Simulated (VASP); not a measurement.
# BN (P6_3/mmc) in VASP: further runs, part 2 of 3

VASP 6.6.1. Earlier steps stand in the parts before.

### Step 3. Single point, PBE-based screened hybrid

This run uses another cell than the first one, of 8.97 Å³/atom, 0.835 times its volume.

Input file POSCAR:

```
BN
1.0
    2.4982400000      0.0000000000      0.0000000000
   -1.2491200000      2.1635393048      0.0000000000
    0.0000000000      0.0000000000      6.6357000000
N B
2 2
Direct
    0.6666666667      0.3333333333      0.2500000000
    0.3333333333      0.6666666667      0.7500000000
    0.6666666667      0.3333333333      0.7500000000
    0.3333333333      0.6666666667      0.2500000000
```

Input file INCAR.step1:

```
ALGO = Normal ; EDIFF = 1E-5
ENCUT = 520 ; GGA = PE
ISIF = 2 ; ISMEAR = -1
LASPH = T ; LREAL = F
LWAVE = T ; NBANDS = 16
NELM = 100 ; PREC = Accurate
SIGMA = 0.05
```

Input file INCAR.step2:

```
AEXX = 0.25 ; ALGO = Normal
EDIFF = 1E-6 ; ENCUT = 520
GGA = PE ; HFSCREEN = 0.3
ISIF = 2 ; ISMEAR = -1
ISTART = 1 ; LASPH = T
LCHARG = T ; LELF = T
LHFCALC = T ; LREAL = F
LVHAR = T ; LWAVE = F
NBANDS = 16 ; NELM = 100
PREC = Accurate ; PRECFOCK = Normal
SIGMA = 0.05
```

Input file KPOINTS:

```
k-points
0
Gamma
  7 7 3
```

Potentials or basis: VASP PAW PBE potentials, release 64 (N, B).

Run with:

```bash
$ cat potpaw_PBE.64/N/POTCAR potpaw_PBE.64/B/POTCAR > POTCAR
$ cp INCAR.step1 INCAR
$ mpirun -np 1 vasp_std > vasp.out
$ cp INCAR.step2 INCAR
$ mpirun -np 1 vasp_std > vasp.out
```

OUTCAR:

```text
AEXX = 0.25
   EDIFF = 1E-6
   ENCUT = 520
   GGA = PE
   HFSCREEN = 0.3
   ISIF = 2
   ISMEAR = -1
   ISTART = 1
   LASPH = T
   LHFCALC = T
   LREAL = F
   NELM = 100
   PREC = Accurate
   PRECFOCK = Normal

 ion  position               nearest neighbor table
   1  0.667  0.333  0.250-   4 1.44   4 1.44   4 1.44
   2  0.333  0.667  0.750-   3 1.44   3 1.44   3 1.44
   3  0.667  0.333  0.750-   2 1.44   2 1.44   2 1.44
   4  0.333  0.667  0.250-   1 1.44   1 1.44   1 1.44

  LATTYP: Found a hexagonal cell.
 ALAT       =     2.4982400000
 C/A-ratio  =     2.6561499296

  Lattice vectors:

 A1 = (   2.4982400000,   0.0000000000,   0.0000000000)
 A2 = (  -1.2491200000,   2.1635393048,   0.0000000000)
 A3 = (   0.0000000000,   0.0000000000,   6.6357000000)

Analysis of symmetry for initial positions (statically):
=====================================================================
 Subroutine PRICEL returns:
 Original cell was already a primitive cell.

 Routine SETGRP: Setting up the symmetry group for a
 hexagonal supercell.

 Subroutine GETGRP returns: Found 24 space group operations
 (whereof 12 operations were pure point group operations)
 out of a pool of 24 trial point group operations.

The static configuration has the point symmetry D_3d.
 The point group associated with its full space group is D_6h.

Analysis of symmetry for dynamics (positions and initial velocities):
=====================================================================
 Subroutine PRICEL returns:
 Original cell was already a primitive cell.

 Routine SETGRP: Setting up the symmetry group for a
[... 124 lines left out ...]
  Fermi-wavevector in a.u.,A,eV,Ry     =   1.250891  2.363842 21.289433  1.564729
  Thomas-Fermi vector in A             =   2.384864
   LORBIT       =      0    0 simple, 1 ext, 2 COOP (PROOUT), +10 PAW based schemes
   GGA     = PE    functional components
   LHFCALC =     T    Hartree Fock is set to
   PRECFOCK=normal    Normal, Fast or Accurate (Low or Medium for compatibility)
   ENCUT4O =  -1.0   cutoff for four orbital integrals eV
   NKREDX  =     1    reduce k-point grid by
   NKREDY  =     1    reduce k-point grid by
   NKREDZ  =     1    reduce k-point grid by
   AEXX    =    0.2500 exact exchange contribution
   HFSCREEN=    0.3000 screening length (either q_TF or 0.3 A-1)
   HFSCREENC=   0.3000 screening length for correlation (either q_TF or 0.3 A-1)
   ENCUTFOCK=  -1.0 apply spherical cutoff to Coloumb kernel
   IVDW    =     0    specifies the selected vdW correction
   LEPSILON=     F    determine dielectric tensor
   LRPA    =     F    only Hartree local field effects (RPA)
 non-spin polarized calculation
  energy-cutoff  :      520.00
  volume of cell :       35.87
 maximum number of plane-waves:       985
 NGX is ok and might be reduce to    20
  NGX = 14; NGY = 14; NGZ = 40

 number of electron      15.9999997 magnetization

 Free energy of the ion-electron system (eV)
  ---------------------------------------------------
  ext. energy  EPLUGINS =         0.00000000
  ---------------------------------------------------
  free energy    TOTEN  =       -40.01846002 eV

  energy without entropy =      -40.01846002  energy(sigma->0) =      -40.01846002

 E-fermi :   2.6459     XC(G=0):  -8.4818

 val. band max:        1.6053797336   @ k =   0.2857   0.2857   0.0000
 cond. band min:       7.2032727894   @ k =   0.4286   0.1429   0.0000
 fundamental gap:      5.5978930558
 Fermi energy:         2.6458794338

 k-point     1 :       0.0000    0.0000    0.0000
  band No.  band energies     occupation
      1     -17.9489      2.00000
      2     -17.6394      2.00000
      3      -5.1256      2.00000
      4      -2.8583      2.00000
      5       0.0753      2.00000
      6       0.0753      2.00000
[... 281 lines left out ...]
      3      -7.1154      2.00000
      4      -7.0753      2.00000
      5      -5.6372      2.00000
      6      -5.6158      2.00000
[... 8 lines left out ...]
     15      19.5358      0.00000
     16      19.6842      0.00000

------------------------ aborting loop because EDIFF is reached ----------------------------------------

  FORCE on cell =-STRESS in cart. coord.  units (eV):
  Direction    XX          YY          ZZ          XY          YZ          ZX
  --------------------------------------------------------------------------------------
  -------------------------------------------------------------------------------------
  Total       -0.1250872     -0.1250872      0.5135225      0.0000000      0.0000000      0.0000000
  in kB       -5.5877601     -5.5877601     22.9395231      0.0000000      0.0000000      0.0000000
  external PRESSURE =       3.9213343 kB  Pullay stress =       0.0000000 kB

 VOLUME and BASIS-vectors are now :
 -----------------------------------------------------------------------------
  energy-cutoff  :      520.00
  volume of cell :       35.87
      direct lattice vectors                 reciprocal lattice vectors
     2.498240000  0.000000000  0.000000000     0.400281798  0.231102804  0.000000000
    -1.249120000  2.163539305  0.000000000     0.000000000  0.462205608  0.000000000
     0.000000000  0.000000000  6.635700000     0.000000000  0.000000000  0.150700002

 POSITION                                       TOTAL-FORCE (eV/Angst)
 -----------------------------------------------------------------------------------
      1.24912      0.72118      1.65892        -0.000000      0.000000      0.000000
     -0.00000      1.44236      4.97677         0.000000     -0.000000     -0.000000
      1.24912      0.72118      4.97677        -0.000000      0.000000      0.000000
     -0.00000      1.44236      1.65892         0.000000     -0.000000      0.000000
 -----------------------------------------------------------------------------------
    total drift:                                0.000000      0.000000     -0.000000

  FREE ENERGIE OF THE ION-ELECTRON SYSTEM (eV)
  ---------------------------------------------------
  free  energy   TOTEN  =       -40.0184600245 eV

  energy  without entropy=      -40.0184600244  energy(sigma->0) =      -40.01846002
```

OUTCAR.step1:

```text
EDIFF = 1E-5
   ENCUT = 520
   GGA = PE
   ISIF = 2
[... 525 lines left out ...]
      1.24912      0.72118      1.65892        -0.000000      0.000000      0.000000
     -0.00000      1.44236      4.97677         0.000000      0.000000      0.000000
      1.24912      0.72118      4.97677        -0.000000      0.000000      0.000000
     -0.00000      1.44236      1.65892         0.000000     -0.000000      0.000000
 -----------------------------------------------------------------------------------
    total drift:                                0.000000     -0.000000      0.000000

  FREE ENERGIE OF THE ION-ELECTRON SYSTEM (eV)
  ---------------------------------------------------
  free  energy   TOTEN  =       -35.1463363014 eV

  energy  without entropy=      -35.1463363014  energy(sigma->0) =      -35.14633630
```

OSZICAR.step1:

```text
N       E                     dE             d eps       ncg     rms          rms(c)
DAV:   1     0.531033201568E+02    0.53103E+02   -0.81482E+03   512   0.923E+02
DAV:   2    -0.350771619788E+02   -0.88180E+02   -0.79238E+02   720   0.221E+02
DAV:   3    -0.387291261892E+02   -0.36520E+01   -0.36313E+01   656   0.452E+01
DAV:   4    -0.387525806800E+02   -0.23454E-01   -0.23450E-01   656   0.402E+00
DAV:   5    -0.387527864943E+02   -0.20581E-03   -0.20581E-03   632   0.361E-01    0.113E+01
DAV:   6    -0.355083974016E+02    0.32444E+01   -0.51946E+00   664   0.176E+01    0.509E+00
DAV:   7    -0.352249677407E+02    0.28343E+00   -0.61082E-01   680   0.560E+00    0.318E+00
DAV:   8    -0.351504923342E+02    0.74475E-01   -0.23677E-01   632   0.328E+00    0.488E-01
DAV:   9    -0.351452883343E+02    0.52040E-02   -0.15919E-02   632   0.104E+00    0.199E-01
DAV:  10    -0.351462181784E+02   -0.92984E-03   -0.13499E-03   544   0.281E-01    0.351E-02
DAV:  11    -0.351463223345E+02   -0.10416E-03   -0.96077E-05   680   0.784E-02    0.245E-02
DAV:  12    -0.351463361664E+02   -0.13832E-04   -0.29312E-05   528   0.371E-02    0.267E-03
DAV:  13    -0.351463363014E+02   -0.13504E-06   -0.63630E-07   376   0.622E-03
   1 F= -.35146336E+02 E0= -.35146336E+02  d E =-.143630E-10
```

It took 15 min on 1 thread of AMD EPYC 7R43 (Zen 3), shared host; peak memory 0.22 GiB.

Results:

```yaml
Free_energy: -40.0185 eV
Pressure: 0.4 GPa
Band_gap_on_the_k_mesh: 5.60 eV, indirect (least direct gap 5.83 eV)
```

Caveat: the PAW data sets were made with another functional, which shifts forces and pressure a little.

### Step 4. Single point, PBEsol-based screened hybrid

This run uses another cell than the first one, of 8.97 Å³/atom, 0.835 times its volume.

POSCAR is that of step 3.

Input file INCAR.step1:

```
SYSTEM = BN
ALGO = Normal
EDIFF = 1E-5
ENCUT = 520
GGA = PE
ISIF = 2
ISMEAR = -1
LASPH = .True.
LREAL = .False.
LWAVE = .True.
NBANDS = 16
NELM = 100
PREC = Accurate
SIGMA = 0.05
```

Input file INCAR.step2:

```
SYSTEM = BN
AEXX = 0.25
ALGO = Normal
EDIFF = 1E-6
ENCUT = 520
GGA = PS
HFSCREEN = 0.207
ISIF = 2
ISMEAR = -1
ISTART = 1
LASPH = .True.
LCHARG = .True.
LELF = .True.
LHFCALC = .True.
LREAL = .False.
LVHAR = .True.
LWAVE = .False.
NBANDS = 16
NELM = 100
PREC = Accurate
PRECFOCK = Normal
SIGMA = 0.05
```

Input file KPOINTS:

```
k-points
0
Gamma
  6 6 2
  0 0 0
```

Potentials or basis: VASP PAW PBE potentials, release 64 (N, B).

Run with:

```bash
$ cat potpaw_PBE.64/N/POTCAR potpaw_PBE.64/B/POTCAR > POTCAR
$ cp INCAR.step1 INCAR
$ mpirun -np 1 vasp_std > vasp.out
$ cp INCAR.step2 INCAR
$ mpirun -np 1 vasp_std > vasp.out
```

OUTCAR:

```text
SYSTEM = BN
   AEXX = 0.25
   EDIFF = 1E-6
   ENCUT = 520
   GGA = PS
   HFSCREEN = 0.207
   ISIF = 2
   ISMEAR = -1
   ISTART = 1
   LASPH = .True.
   LHFCALC = .True.
   LREAL = .False.
   NELM = 100
   PREC = Accurate
   PRECFOCK = Normal

 ion  position               nearest neighbor table
   1  0.667  0.333  0.250-   4 1.44   4 1.44   4 1.44
   2  0.333  0.667  0.750-   3 1.44   3 1.44   3 1.44
   3  0.667  0.333  0.750-   2 1.44   2 1.44   2 1.44
   4  0.333  0.667  0.250-   1 1.44   1 1.44   1 1.44

  LATTYP: Found a hexagonal cell.
 ALAT       =     2.4982400000
 C/A-ratio  =     2.6561499296

  Lattice vectors:

 A1 = (   2.4982400000,   0.0000000000,   0.0000000000)
 A2 = (  -1.2491200000,   2.1635393048,   0.0000000000)
 A3 = (   0.0000000000,   0.0000000000,   6.6357000000)

Analysis of symmetry for initial positions (statically):
=====================================================================
 Subroutine PRICEL returns:
 Original cell was already a primitive cell.

 Routine SETGRP: Setting up the symmetry group for a
 hexagonal supercell.
[... 171 lines left out ...]

 val. band max:        1.4298950056   @ k =   0.3333   0.3333   0.5000
 cond. band min:       6.9299815325   @ k =   0.5000   0.0000   0.0000
 fundamental gap:      5.5000865269
 Fermi energy:         2.5101527691

 k-point     1 :       0.0000    0.0000    0.0000
  band No.  band energies     occupation
      1     -18.1766      2.00000
      2     -17.8569      2.00000
      3      -5.4583      2.00000
      4      -3.1124      2.00000
      5      -0.1315      2.00000
      6      -0.1315      2.00000
[... 243 lines left out ...]
      3      -7.2885      2.00000
      4      -7.2885      2.00000
      5      -6.5189      2.00000
      6      -6.5189      2.00000
[... 8 lines left out ...]
     15      20.7393      0.00000
     16      20.7393      0.00000

------------------------ aborting loop because EDIFF is reached ----------------------------------------

  FORCE on cell =-STRESS in cart. coord.  units (eV):
  Direction    XX          YY          ZZ          XY          YZ          ZX
  --------------------------------------------------------------------------------------
  -------------------------------------------------------------------------------------
  Total       -0.6769208     -0.6769208      0.1604766      0.0000000      0.0000000      0.0000000
  in kB      -30.2386751    -30.2386751      7.1686373      0.0000000      0.0000000      0.0000000
  external PRESSURE =     -17.7695710 kB  Pullay stress =       0.0000000 kB

 VOLUME and BASIS-vectors are now :
 -----------------------------------------------------------------------------
  energy-cutoff  :      520.00
  volume of cell :       35.87
      direct lattice vectors                 reciprocal lattice vectors
     2.498240000  0.000000000  0.000000000     0.400281798  0.231102804  0.000000000
    -1.249120000  2.163539305  0.000000000     0.000000000  0.462205608  0.000000000
     0.000000000  0.000000000  6.635700000     0.000000000  0.000000000  0.150700002

 POSITION                                       TOTAL-FORCE (eV/Angst)
 -----------------------------------------------------------------------------------
      1.24912      0.72118      1.65892        -0.000000     -0.000000      0.000000
     -0.00000      1.44236      4.97677         0.000000      0.000000      0.000000
      1.24912      0.72118      4.97677        -0.000000     -0.000000     -0.000000
     -0.00000      1.44236      1.65892         0.000000      0.000000     -0.000000
 -----------------------------------------------------------------------------------
    total drift:                               -0.000000      0.000000     -0.000000

  FREE ENERGIE OF THE ION-ELECTRON SYSTEM (eV)
  ---------------------------------------------------
  free  energy   TOTEN  =       -41.8144904311 eV

  energy  without entropy=      -41.8144904311  energy(sigma->0) =      -41.81449043
```

OUTCAR.step1:

```text
SYSTEM = BN
   EDIFF = 1E-5
   ENCUT = 520
   GGA = PE
   ISIF = 2
   ISMEAR = -1
   LASPH = .True.
[... 484 lines left out ...]
     -0.00000      1.44236      4.97677         0.000000      0.000000      0.000000
      1.24912      0.72118      4.97677        -0.000000      0.000000      0.000000
     -0.00000      1.44236      1.65892         0.000000     -0.000000      0.000000
 -----------------------------------------------------------------------------------
    total drift:                                0.000000     -0.000000      0.000000

  FREE ENERGIE OF THE ION-ELECTRON SYSTEM (eV)
  ---------------------------------------------------
  free  energy   TOTEN  =       -35.1455287357 eV

  energy  without entropy=      -35.1455287357  energy(sigma->0) =      -35.14552874
```

It took 3.2 min on 1 thread of Intel Xeon Platinum 8488C (Sapphire Rapids), shared host; peak memory 0.25 GiB.

Results:

```
Free energy            : -41.8145 eV
Pressure               : -1.8 GPa
Band gap on the k mesh : 5.50 eV, indirect (least direct gap 5.98 eV)
```

Stress tensor (GPa, compression positive):
```
-3.02  0.00  0.00
 0.00 -3.02  0.00
 0.00  0.00  0.72
```

Caveat: the k points lie up to 0.48 Å⁻¹ apart; the PAW data sets were made with another functional, which shifts forces and pressure a little. A k mesh can miss the band edges.

[end of part 2 of 3]
